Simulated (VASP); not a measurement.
# NaB (I4/mmm) in VASP: single point with r2SCAN

Aim: the single point of NaB with r2SCAN.

Everything below comes from runs of VASP 6.6.1. Logs are shortened: lines on timing, memory, paths and dates and some standing lists are left out, and cuts for length are marked.

### 1 The cell of the first run

The structure is tetragonal, space group I4/mmm (No. 139). Conventional cell: a = 3.985 Å, b = 3.985 Å, c = 5.368 Å, α = 90.00°, β = 90.00°, γ = 90.00°. Na (site symmetry 4/mmm) has 6 B at 2.68 to 2.82 Å within 3.5 Å. B (site symmetry 4/mmm) has 6 Na at 2.68 to 2.82 Å within 3.5 Å.

### 2 Single point, r2SCAN (strain +0.050 along x and y, +0.000 along z)

The input, POSCAR:

```
NaB
1.0
    0.0000000000      2.8180624500      2.6838690000
    2.8180624500      0.0000000000      2.6838690000
    2.8180624500      2.8180624500      0.0000000000
Na B
1 1
Direct
    0.0000000000      0.0000000000      0.0000000000
    0.5000000000      0.5000000000      0.5000000000
```

The input, INCAR.step1:

```
PREC = Accurate ; ENCUT = 520
ISMEAR = 0 ; SIGMA = 0.15
LREAL = False ; LASPH = True
NELM = 60 ; NBANDS = 12
GGA = PE ; ALGO = Normal
EDIFF = 1E-4 ; LWAVE = True
LCHARG = False
```

The input, INCAR.step2:

```
PREC = Accurate ; ENCUT = 520
EDIFF = 1E-6 ; ISMEAR = 0
SIGMA = 0.15 ; LREAL = False
LASPH = True ; NELM = 60
ALGO = Normal ; ISIF = 2
LWAVE = False ; LCHARG = True
METAGGA = R2SCAN ; LMIXTAU = True
LELF = True ; LVHAR = True
NBANDS = 12 ; ISTART = 1
```

The input, KPOINTS:

```
Automatic mesh
0
Gamma
  16 16 16
```

Potentials or basis: VASP PAW PBE potentials, release 64 (Na_pv, B).

Command:

```sh
cat potpaw_PBE.64/Na_pv/POTCAR potpaw_PBE.64/B/POTCAR > POTCAR
cp INCAR.step1 INCAR
mpirun -np 1 vasp_std > vasp.out
cp INCAR.step2 INCAR
mpirun -np 1 vasp_std > vasp.out
```

OUTCAR:

```text
PREC = Accurate
   ENCUT = 520
   EDIFF = 1E-6
   ISMEAR = 0
   LREAL = False
   LASPH = True
   NELM = 60
   ISIF = 2
   METAGGA = R2SCAN
   ISTART = 1

 ion  position               nearest neighbor table
   1  0.000  0.000  0.000-
   2  0.500  0.500  0.500-

  LATTYP: Found a body centered tetragonal cell.
 ALAT       =     3.9853421364
 C/A-ratio  =     1.3468700594

  Lattice vectors:

 A1 = (   0.0000000000,  -2.8180624500,  -2.6838690000)
 A2 = (   0.0000000000,   2.8180624500,  -2.6838690000)
 A3 = (   2.8180624500,   0.0000000000,   2.6838690000)

Analysis of symmetry for initial positions (statically):
=====================================================================
 Subroutine PRICEL returns:
 Original cell was already a primitive cell.

 Routine SETGRP: Setting up the symmetry group for a
 body centered tetragonal supercell.

 Subroutine GETGRP returns: Found 16 space group operations
 (whereof 16 operations were pure point group operations)
 out of a pool of 16 trial point group operations.

The static configuration has the point symmetry D_4h.

Analysis of symmetry for dynamics (positions and initial velocities):
=====================================================================
 Subroutine PRICEL returns:
 Original cell was already a primitive cell.

 Routine SETGRP: Setting up the symmetry group for a
 body centered tetragonal supercell.

 Subroutine GETGRP returns: Found 16 space group operations
 (whereof 16 operations were pure point group operations)
 out of a pool of 16 trial point group operations.

The dynamic configuration has the point symmetry D_4h.

 Subroutine INISYM returns: Found 16 space group operations
 (whereof 16 operations are pure point group operations),
 and found     1 'primitive' translations

----------------------------------------------------------------------------------------

                                     Primitive cell

  volume of cell :      42.6278

  direct lattice vectors                    reciprocal lattice vectors
     0.000000000  2.818062450  2.683869000    -0.177426870  0.177426870  0.186298214
     2.818062450  0.000000000  2.683869000     0.177426870 -0.177426870  0.186298214
     2.818062450  2.818062450  0.000000000     0.177426870  0.177426870 -0.186298214

  length of vectors
     3.891610050  3.891610050  3.985342136     0.312518180  0.312518180  0.312518180

  position of ions in fractional coordinates (direct lattice)
     0.000000000  0.000000000  0.000000000
     0.500000000  0.500000000  0.500000000

  ion indices of the primitive-cell ions
   primitive index   ion index
                 1           1
                 2           2

----------------------------------------------------------------------------------------

 KPOINTS: Automatic mesh

Automatic generation of k-mesh.
 Grid dimensions read from file:
 generate k-points for:   16   16   16

 Generating k-lattice:

  Cartesian coordinates                     Fractional coordinates (reciprocal lattice)
    -0.011089179  0.011089179  0.011643638     0.062500000 -0.000000000  0.000000000
     0.011089179 -0.011089179  0.011643638    -0.000000000  0.062500000  0.000000000
     0.011089179  0.011089179 -0.011643638     0.000000000  0.000000000  0.062500000

  Length of vectors
     0.019532386  0.019532386  0.019532386

  Shift w.r.t. Gamma in fractional coordinates (k-lattice)
     0.000000000  0.000000000  0.000000000

 Subroutine IBZKPT returns following result:
 ===========================================

 Found    349 irreducible k-points:

 Following reciprocal coordinates:
            Coordinates               Weight
  0.000000  0.000000  0.000000      1.000000
  0.062500  0.000000  0.000000      8.000000
  0.125000  0.000000  0.000000      8.000000
  0.187500 -0.000000  0.000000      8.000000
  0.250000  0.000000  0.000000      8.000000
  0.312500 -0.000000  0.000000      8.000000
[... 16 lines left out ...]
 -0.125000  0.062500  0.000000      8.000000
 -0.062500  0.062500  0.000000      4.000000
 [... further k-points ...]
   k-points           NKPTS =    349   k-points in BZ     NKDIM =    349   number of bands    NBANDS=     12
   number of dos      NEDOS =    301   number of ions     NIONS =      2
   total plane-waves  NPLWV =  27000
   dimension x,y,z NGX =    30 NGY =   30 NGZ =   30
   dimension x,y,z NGXF=    60 NGYF=   60 NGZF=   60
   ions per type =               1   1
   NGX,Y,Z   is equivalent  to a cutoff of  12.82, 12.82, 12.51 a.u.
   NGXF,Y,Z  is equivalent  to a cutoff of  25.63, 25.63, 25.03 a.u.
 SYSTEM =  unknown system
   PREC   = accura    normal or accurate (medium, high low for compatibility)
   ISTART =      1    job   : 0-new  1-cont  2-samecut
   ICHARG =      0    charge: 1-file 2-atom 10-const
   ISPIN  =      1    spin polarized calculation?
   LNONCOLLINEAR =      F non collinear calculations
   LSORBIT =      F    spin-orbit coupling
   LASPH  =      T    aspherical Exc in radial PAW
   ENCUT  =  520.0 eV  38.22 Ry    6.18 a.u.   7.24  7.24  7.41*2*pi/ulx,y,z
   NELM   =     60;   NELMIN=  2; NELMDL=  0     # of ELM steps
   EDIFF  = 0.1E-05   stopping-criterion for ELM
   LREAL  =      F    real-space projection
   EDIFFG = 0.1E-04   stopping-criterion for IOM
   NSW    =      0    number of steps for IOM
   IBRION =     -1    ionic relax: 0-MD 1-quasi-New 2-CG
   NFREE  =      0    steps in history (QN), initial steepest desc. (CG)
   ISIF   =      2    stress and relaxation
   ISYM   =      2    0-nonsym 1-usesym 2-fastsym
   POTIM  = 0.5000    time-step for ionic-motion
   TEBEG  =    0.0;   TEEND  =   0.0 temperature during run
   PSTRESS=    0.0 pullay stress
   NELECT =      10.0000    total number of electrons
   NUPDOWN=      -1.0000    fix difference up-down
   EMIN   =  10.00;   EMAX   =-10.00  energy-range for DOS
   EFERMI =   0.00;   METHOD = LEGACY
   ISMEAR =     0;   SIGMA  =   0.15  broadening in eV -4-tet -1-fermi 0-gaus
   EFERMI_NEDOS =   21; number of points for ismear=-14 and -15
   IALGO  =     38    algorithm
   IMIX   =      4    mixing-type and parameters
     AMIX     =   0.40;   BMIX     =  1.00
     AMIX_MAG =   1.60;   BMIX_MAG =  1.00
  volume/ion in A,a.u.               =      21.31       143.83
  Fermi-wavevector in a.u.,A,eV,Ry     =   1.009665  1.907990 13.870099  1.019423
  Thomas-Fermi vector in A             =   2.142607
   LORBIT       =      0    0 simple, 1 ext, 2 COOP (PROOUT), +10 PAW based schemes
   METAGGA = R2SCAN    functional components
   LHFCALC =     F    Hartree Fock is set to
   AEXX    =    0.0000 exact exchange contribution
   IVDW    =     0    specifies the selected vdW correction
   LEPSILON=     F    determine dielectric tensor
   LRPA    =     F    only Hartree local field effects (RPA)
 non-spin polarized calculation
 Gauss-broadening in eV      SIGMA  =   0.15
  energy-cutoff  :      520.00
  volume of cell :       42.63
 maximum number of plane-waves:      1170
 NGX is ok and might be reduce to    30
   NGX = 15   NGY = 15   NGZ = 15

 number of electron      10.0000003 magnetization

 Free energy of the ion-electron system (eV)
  ---------------------------------------------------
  ext. energy  EPLUGINS =         0.00000000
  ---------------------------------------------------
  free energy    TOTEN  =        -7.12789678 eV

  energy without entropy =       -7.11553756  energy(sigma->0) =       -7.12171717

 E-fermi :   0.3863     XC(G=0):  -8.3962

 val. band max:        0.3789715069   @ k =  -0.3750   0.3125   0.1875
 cond. band min:       0.3965485830   @ k =  -0.3125   0.1875   0.5000
 fundamental gap:      0.0175770761
 Fermi energy:         0.3863373696

 k-point     1 :       0.0000    0.0000    0.0000
  band No.  band energies     occupation
      1     -23.9081      2.00000
      2     -23.9032      2.00000
      3     -23.9029      2.00000
      4      -7.0289      2.00000
      5       2.6685      0.00000
      6       2.7210      0.00000
      7       2.7210      0.00000
      8       7.5560      0.00000
      9      10.5490      0.00000
     10      10.5490      0.00000
     11      10.9158      0.00000
     12      13.0966      0.00000

 k-point     2 :       0.0625    0.0000    0.0000
  band No.  band energies     occupation
      1     -23.9086      2.00000
      2     -23.9036      2.00000
      3     -23.9033      2.00000
      4      -6.9850      2.00000
      5       2.5095      0.00000
      6       2.6686      0.00000
      7       2.6896      0.00000
      8       7.6831      0.00000
      9      10.3357      0.00000
     10      10.6246      0.00000
     11      10.8989      0.00000
     12      13.5010      0.00000

 k-point     3 :       0.1250    0.0000    0.0000
  band No.  band energies     occupation
      1     -23.9105      2.00000
      2     -23.9048      2.00000
      3     -23.9038      2.00000
      4      -6.8551      2.00000
      5       2.0125      0.00000
      6       2.6030      0.00000
      7       2.6039      0.00000
      8       7.9567      0.00000
      9       9.9086      0.00000
     10      10.8101      0.00000
     11      11.0738      0.00000
     12      13.2038      0.00000

 k-point     4 :       0.1875   -0.0000    0.0000
  band No.  band energies     occupation
      1     -23.9143      2.00000
      2     -23.9058      2.00000
      3     -23.9044      2.00000
      4      -6.6455      2.00000
      5       1.3322      0.00000
      6       2.4800      0.00000
      7       2.5147      0.00000
      8       8.0959      0.00000
      9       9.7913      0.00000
     10      10.9700      0.00000
     11      11.3258      0.00000
     12      13.1128      0.00000

 k-point     5 :       0.2500    0.0000    0.0000
  band No.  band energies     occupation
      1     -23.9193      2.00000
      2     -23.9064      2.00000
      3     -23.9052      2.00000
      4      -6.3684      2.00000
      5       0.5815      0.06574
      6       2.3439      0.00000
      7       2.4150      0.00000
      8       7.9555      0.00000
      9      10.1296      0.00000
     10      10.9557      0.00000
     11      11.4801      0.00000
     12      13.4317      0.00000
[... 228 lines left out ...]
      1     -23.9201      2.00000
      2     -23.9083      2.00000
      3     -23.9051      2.00000
      4      -6.2456      2.00000
      5       0.3753      1.08295
      6       2.1719      0.00000
      7       2.3465      0.00000
      8       8.0438      0.00000
      9      10.1723      0.00000
     10      10.9843      0.00000
     11      11.2899      0.00000
     12      13.0431      0.00000

 k-point    22 :      -0.1875    0.0625    0.0000
  band No.  band energies     occupation
      1     -23.9149      2.00000
      2     -23.9079      2.00000
      3     -23.9043      2.00000
      4      -6.5361      2.00000
      5       1.1105      0.00000
      6       2.2779      0.00000
      7       2.4833      0.00000
      8       8.2321      0.00000
      9       9.7132      0.00000
     10      11.0519      0.00000
     11      11.3807      0.00000
     12      12.6171      0.00000

 k-point    23 :      -0.1250    0.0625    0.0000
  band No.  band energies     occupation
      1     -23.9107      2.00000
      2     -23.9070      2.00000
      3     -23.9037      2.00000
      4      -6.7647      2.00000
      5       1.7929      0.00000
      6       2.3960      0.00000
      7       2.6005      0.00000
      8       8.1632      0.00000
      9       9.6501      0.00000
     10      10.9027      0.00000
     11      11.3177      0.00000
     12      12.6799      0.00000

 k-point    24 :      -0.0625    0.0625    0.0000
  band No.  band energies     occupation
      1     -23.9089      2.00000
      2     -23.9051      2.00000
      3     -23.9034      2.00000
      4      -6.9169      2.00000
      5       2.3075      0.00000
      6       2.5239      0.00000
      7       2.6749      0.00000
      8       7.8780      0.00000
      9       9.9715      0.00000
     10      10.7034      0.00000
     11      11.1482      0.00000
     12      13.0568      0.00000

 [... further k-points ...]
[... 5 lines left out ...]
  --------------------------------------------------------------------------------------
  -------------------------------------------------------------------------------------
  Total       -0.8786239     -0.8786239     -0.0683926      0.0000000     -0.0000000      0.0000000
  in kB      -33.0233433    -33.0233433     -2.5705561      0.0000000     -0.0000000      0.0000000
  external PRESSURE =     -22.8724142 kB  Pullay stress =       0.0000000 kB

 VOLUME and BASIS-vectors are now :
 -----------------------------------------------------------------------------
  energy-cutoff  :      520.00
  volume of cell :       42.63
      direct lattice vectors                 reciprocal lattice vectors
     0.000000000  2.818062450  2.683869000    -0.177426870  0.177426870  0.186298214
     2.818062450  0.000000000  2.683869000     0.177426870 -0.177426870  0.186298214
     2.818062450  2.818062450  0.000000000     0.177426870  0.177426870 -0.186298214

 POSITION                                       TOTAL-FORCE (eV/Angst)
 -----------------------------------------------------------------------------------
      0.00000      0.00000      0.00000        -0.000000      0.000000      0.000000
      2.81806      2.81806      2.68387         0.000000     -0.000000     -0.000000
 -----------------------------------------------------------------------------------
    total drift:                               -0.000000      0.000000      0.000000

  FREE ENERGIE OF THE ION-ELECTRON SYSTEM (eV)
  ---------------------------------------------------
  free  energy   TOTEN  =        -7.1278967772 eV

  energy  without entropy=       -7.1155375611  energy(sigma->0) =       -7.12171717
```

It took 8.6 min on 1 thread of Intel Xeon Platinum 8375C at 2.90GHz (Ice Lake), shared host; peak memory 0.29 GiB.

Results:

```yaml
Free_energy: -7.1279 eV
Pressure: -2.3 GPa
Band_gap_on_the_k_mesh: zero (band 5 reaches 2.67 eV, above the bottom of band 6 at -0.24 eV)
```

Caveat: the cell differs from its parent crystal (strain +0.050 along x and y, +0.000 along z); the PAW data sets were made with another functional, which shifts forces and pressure a little.
